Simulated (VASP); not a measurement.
# As in VASP: a series of runs

As is run at these levels: PBE; tasks: single point, relaxation of cell and atoms.

Program: VASP 6.6.1. These are calculated values, not measurements. Logs are shortened: lines on timing, memory, paths and dates and some standing lists are left out, and cuts for length are marked.

## Step 1: The cell of the first run

It takes space group Cmcm (No. 63, orthorhombic). The conventional cell has a = 2.852 Å, b = 8.700 Å, c = 3.692 Å, α = 90.00°, β = 90.00°, γ = 90.00°. Within 3.3 Å of As (site symmetry m2m) lie 4 As at 2.49 to 2.85 Å.

## Step 2: Single point, PBE

Input file INCAR:

```
PREC = Accurate
ENCUT = 520
EDIFF = 1E-6
ISMEAR = 0
SIGMA = 0.1
LREAL = False
LASPH = True
NELM = 100
ALGO = Normal
ISIF = 2
LWAVE = False
LCHARG = False
GGA = PE
NBANDS = 12
```

Input file KPOINTS:

```
Automatic mesh
0
Gamma
  20 20 16
```

Input file POSCAR:

```
As
1.0
    1.4257642458     -4.3500572664      0.0000000000
    1.4257642458      4.3500572664      0.0000000000
    0.0000000000      0.0000000000      3.6915163866
As
2
Direct
    0.9038227948      0.0961772052      0.2500000000
    0.0961772052      0.9038227948      0.7500000000
```

Potentials or basis: VASP PAW PBE potentials, release 64 (As).

Started as:

```bash
> cat potpaw_PBE.64/As/POTCAR > POTCAR
> mpirun -np 1 vasp_std > vasp.out
```

OUTCAR:

```text
PREC = Accurate
   ENCUT = 520
   EDIFF = 1E-6
   ISMEAR = 0
   LREAL = False
   LASPH = True
   NELM = 100
   ISIF = 2
   GGA = PE

 ion  position               nearest neighbor table
   1  0.904  0.096  0.250-   2 2.49   2 2.49
   2  0.096  0.904  0.750-   1 2.49   1 2.49

  LATTYP: Found a base centered orthorhombic cell.
 ALAT       =     2.8515284916
 B/A-ratio  =     3.0510354564
 C/A-ratio  =     1.2945746106

  Lattice vectors:

 A1 = (   1.4257642458,  -4.3500572664,   0.0000000000)
 A2 = (   1.4257642458,   4.3500572664,   0.0000000000)
 A3 = (   0.0000000000,   0.0000000000,   3.6915163866)

Analysis of symmetry for initial positions (statically):
=====================================================================
 Subroutine PRICEL returns:
 Original cell was already a primitive cell.

 Routine SETGRP: Setting up the symmetry group for a
 base centered orthorhombic supercell.

 Subroutine GETGRP returns: Found  8 space group operations
 (whereof  4 operations were pure point group operations)
 out of a pool of  8 trial point group operations.

The static configuration has the point symmetry C_2h.
 The point group associated with its full space group is D_2h.

Analysis of symmetry for dynamics (positions and initial velocities):
=====================================================================
 Subroutine PRICEL returns:
 Original cell was already a primitive cell.

 Routine SETGRP: Setting up the symmetry group for a
 base centered orthorhombic supercell.

 Subroutine GETGRP returns: Found  8 space group operations
 (whereof  4 operations were pure point group operations)
 out of a pool of  8 trial point group operations.

The dynamic configuration has the point symmetry C_2h.
 The point group associated with its full space group is D_2h.

 Subroutine INISYM returns: Found  8 space group operations
 (whereof  4 operations are pure point group operations),
 and found     1 'primitive' translations

----------------------------------------------------------------------------------------

                                     Primitive cell

  volume of cell :      45.7907

  direct lattice vectors                    reciprocal lattice vectors
     1.425764246 -4.350057266  0.000000000     0.350689114 -0.114941016  0.000000000
     1.425764246  4.350057266  0.000000000     0.350689114  0.114941016  0.000000000
     0.000000000  0.000000000  3.691516387     0.000000000  0.000000000  0.270891389

  length of vectors
     4.577750747  4.577750747  3.691516387     0.369045108  0.369045108  0.270891389

[... 87 lines left out ...]
   ISYM   =      2    0-nonsym 1-usesym 2-fastsym
   POTIM  = 0.5000    time-step for ionic-motion
   TEBEG  =    0.0;   TEEND  =   0.0 temperature during run
   PSTRESS=    0.0 pullay stress
   NELECT =      10.0000    total number of electrons
   NUPDOWN=      -1.0000    fix difference up-down
   EMIN   =  10.00;   EMAX   =-10.00  energy-range for DOS
   EFERMI =   0.00;   METHOD = LEGACY
   ISMEAR =     0;   SIGMA  =   0.10  broadening in eV -4-tet -1-fermi 0-gaus
   EFERMI_NEDOS =   21; number of points for ismear=-14 and -15
   IALGO  =     38    algorithm
   IMIX   =      4    mixing-type and parameters
     AMIX     =   0.40;   BMIX     =  1.00
     AMIX_MAG =   1.60;   BMIX_MAG =  1.00
  volume/ion in A,a.u.               =      22.90       154.51
  Fermi-wavevector in a.u.,A,eV,Ry     =   0.985861  1.863007 13.223799  0.971922
  Thomas-Fermi vector in A             =   2.117199
   LORBIT       =      0    0 simple, 1 ext, 2 COOP (PROOUT), +10 PAW based schemes
   GGA     = PE    functional components
   LHFCALC =     F    Hartree Fock is set to
   AEXX    =    0.0000 exact exchange contribution
   IVDW    =     0    specifies the selected vdW correction
   LEPSILON=     F    determine dielectric tensor
   LRPA    =     F    only Hartree local field effects (RPA)
 non-spin polarized calculation
 Gauss-broadening in eV      SIGMA  =   0.10
  energy-cutoff  :      520.00
  volume of cell :       45.79
 maximum number of plane-waves:      1254
 NGX is ok and might be reduce to    36
   NGX = 17   NGY = 17   NGZ = 13

 number of electron      10.0000000 magnetization

 number of electron       9.9999999 magnetization

 Free energy of the ion-electron system (eV)
  ---------------------------------------------------
  ext. energy  EPLUGINS =         0.00000000
  ---------------------------------------------------
  free energy    TOTEN  =        -9.12229980 eV

  energy without entropy =       -9.11885477  energy(sigma->0) =       -9.12057728

 E-fermi :   4.5148     XC(G=0):  -9.6973

 val. band max:        4.5138645998   @ k =   0.4000   0.4000   0.0000
 cond. band min:       4.5277064837   @ k =   0.4000   0.4000   0.0000
 fundamental gap:      0.0138418839
 Fermi energy:         4.5147740650

 k-point     1 :       0.0000    0.0000    0.0000
  band No.  band energies     occupation
      1      -9.8670      2.00000
      2      -4.0476      2.00000
      3       0.5977      2.00000
      4       1.2679      2.00000
      5       5.8369      0.00000
      6       7.9987      0.00000
      7       8.1740      0.00000
      8      10.5681      0.00000
      9      10.7445      0.00000
     10      12.8383      0.00000
     11      13.7661      0.00000
     12      13.9538      0.00000
[... 331 lines left out ...]
 k-point    24 :      -0.3500    0.0500    0.0000
  band No.  band energies     occupation
      1      -8.4066      2.00000
      2      -3.4618      2.00000
      3       1.1021      2.00000
      4       2.5143      2.00000
      5       2.7724      2.00000
      6       4.6944      0.01109
      7       6.9901      0.00000
      8       8.3149      0.00000
      9      11.5485      0.00000
     10      13.7564      0.00000
     11      14.1445      0.00000
     12      15.2975      0.00000

 [... further k-points ...]
[... 5 lines left out ...]
  --------------------------------------------------------------------------------------
  -------------------------------------------------------------------------------------
  Total        0.0199795      0.0805322      0.0956477      0.0000000      0.0000000      0.0000000
  in kB        0.6990653      2.8177508      3.3466294      0.0000000      0.0000000      0.0000000
  external PRESSURE =       2.2878152 kB  Pullay stress =       0.0000000 kB

 VOLUME and BASIS-vectors are now :
 -----------------------------------------------------------------------------
  energy-cutoff  :      520.00
  volume of cell :       45.79
      direct lattice vectors                 reciprocal lattice vectors
     1.425764246 -4.350057266  0.000000000     0.350689114 -0.114941016  0.000000000
     1.425764246  4.350057266  0.000000000     0.350689114  0.114941016  0.000000000
     0.000000000  0.000000000  3.691516387     0.000000000  0.000000000  0.270891389

 POSITION                                       TOTAL-FORCE (eV/Angst)
 -----------------------------------------------------------------------------------
      1.42576     -3.51330      0.92288         0.000000      0.050747     -0.000000
      1.42576      3.51330      2.76864         0.000000     -0.050747      0.000000
 -----------------------------------------------------------------------------------
    total drift:                                0.000000      0.000000     -0.000000

  FREE ENERGIE OF THE ION-ELECTRON SYSTEM (eV)
  ---------------------------------------------------
  free  energy   TOTEN  =        -9.1222998032 eV

  energy  without entropy=       -9.1188547657  energy(sigma->0) =       -9.12057728
```

OSZICAR:

```text
N       E                     dE             d eps       ncg     rms          rms(c)
DAV:   1     0.243929261467E+02    0.24393E+02   -0.39888E+03 23976   0.682E+02
DAV:   2    -0.768049145932E+01   -0.32073E+02   -0.30598E+02 32552   0.102E+02
DAV:   3    -0.912785298081E+01   -0.14474E+01   -0.14349E+01 30652   0.220E+01
DAV:   4    -0.913518511298E+01   -0.73321E-02   -0.73310E-02 27096   0.179E+00
DAV:   5    -0.913520483471E+01   -0.19722E-04   -0.19722E-04 29880   0.102E-01    0.305E+00
DAV:   6    -0.912687878296E+01    0.83261E-02   -0.35104E-03 27024   0.403E-01    0.182E+00
DAV:   7    -0.912211606240E+01    0.47627E-02   -0.86657E-03 27612   0.637E-01    0.897E-02
DAV:   8    -0.912226780665E+01   -0.15174E-03   -0.27007E-04 28340   0.102E-01    0.225E-02
DAV:   9    -0.912229921988E+01   -0.31413E-04   -0.29523E-05 28272   0.366E-02    0.930E-03
DAV:  10    -0.912229980319E+01   -0.58330E-06   -0.26112E-06 28884   0.971E-03
   1 F= -.91222998E+01 E0= -.91205773E+01  d E =-.344504E-02
```

Run time: 5 min. Hardware: 1 thread of Intel Xeon Platinum 8124M at 3.00GHz (Skylake/Cascade Lake), shared host; peak memory 0.56 GiB.

What came out:

```
Free energy            : -9.1223 eV
Pressure               : 0.2 GPa
Largest force          : 0.051 eV/Å
Band gap on the k mesh : zero (band 5 reaches 9.40 eV, above the bottom of band 6 at 1.64 eV)
```

Forces on the atoms (eV/Å):
```
As   0.000  0.051  0.000
As   0.000 -0.051  0.000
```

Stress tensor (GPa, compression positive):
```
0.07 0.00 0.00
0.00 0.28 0.00
0.00 0.00 0.33
```

## Step 3: Single point, PBE

This run uses another cell than the first one, of 22.16 Å³/atom, 0.968 times its volume.

Input file INCAR:

```
SYSTEM = As
  ALGO = Normal
  EDIFF = 1E-6
  ENCUT = 520
  GGA = PE
  ISIF = 2
  ISMEAR = 0
  LASPH = .True.
  LCHARG = .False.
  LREAL = .False.
  LWAVE = .False.
  NBANDS = 12
  NELM = 100
  PREC = Accurate
  SIGMA = 0.1
```

Input file KPOINTS:

```
k-points
0
Gamma
  6 6 6
  0 0 0
```

Input file POSCAR:

```
As
1.0
    1.4048131583     -4.2092999068      0.0208808903
    1.4048131583      4.2092999068      0.0208808903
   -0.0690263213      0.0000000000      3.7460993349
As
2
Direct
    0.8993326213      0.1006673787      0.2500000000
    0.1006673787      0.8993326213      0.7500000000
```

Potentials or basis: VASP PAW PBE potentials, release 64 (As).

Started as:

```bash
> cat potpaw_PBE.64/As/POTCAR > POTCAR
> mpirun -np 1 vasp_std > vasp.out
```

Run time: 24 s. Hardware: 1 thread of Intel Xeon Platinum 8124M at 3.00GHz (Skylake/Cascade Lake), shared host; peak memory 0.19 GiB.

It converged, with:

```
Free energy            : -9.0852 eV
Pressure               : 0.3 GPa
Largest force          : 0.056 eV/Å
Band gap on the k mesh : zero (band 5 reaches 10.01 eV, above the bottom of band 6 at 2.63 eV)
```

Forces on the atoms (eV/Å):
```
As   0.000  0.056  0.000
As   0.000 -0.056  0.000
```

Stress tensor (GPa, compression positive):
```
0.21 0.00 0.06
0.00 0.18 0.00
0.06 0.00 0.41
```

Levels at points of the mesh, in eV from the Fermi level:
| k point | band 2 | band 3 | band 4 | band 5 | band 6 | band 7 | band 8 | band 9 |
| --- | --- | --- | --- | --- | --- | --- | --- | --- |
| (0.00, 0.00, 0.00) | -8.67 | -4.05 | -3.54 | 1.34 | 3.58 | 3.95 | 5.64 | 6.14 |
| (0.50, 0.00, 0.00) | -7.34 | -5.59 | -3.11 | -1.18 | 0.31 | 2.33 | 4.00 | 7.39 |
| (0.50, 0.50, 0.00) | -10.88 | -2.75 | -0.95 | -0.50 | 0.82 | 3.26 | 7.41 | 8.21 |
| (0.00, 0.00, 0.50) | -12.23 | -2.94 | -2.94 | -0.21 | -0.21 | 5.33 | 5.33 | 10.65 |
| (0.50, 0.00, 0.50) | -9.35 | -4.37 | -4.36 | -2.10 | -2.07 | 2.59 | 2.61 | 6.84 |
| (0.50, 0.50, 0.50) | -11.80 | -5.89 | -5.89 | 5.13 | 5.13 | 5.34 | 5.34 | 9.68 |

Caveat: the k points lie up to 0.39 Å⁻¹ apart.

(Continued in part 2 of 3.)
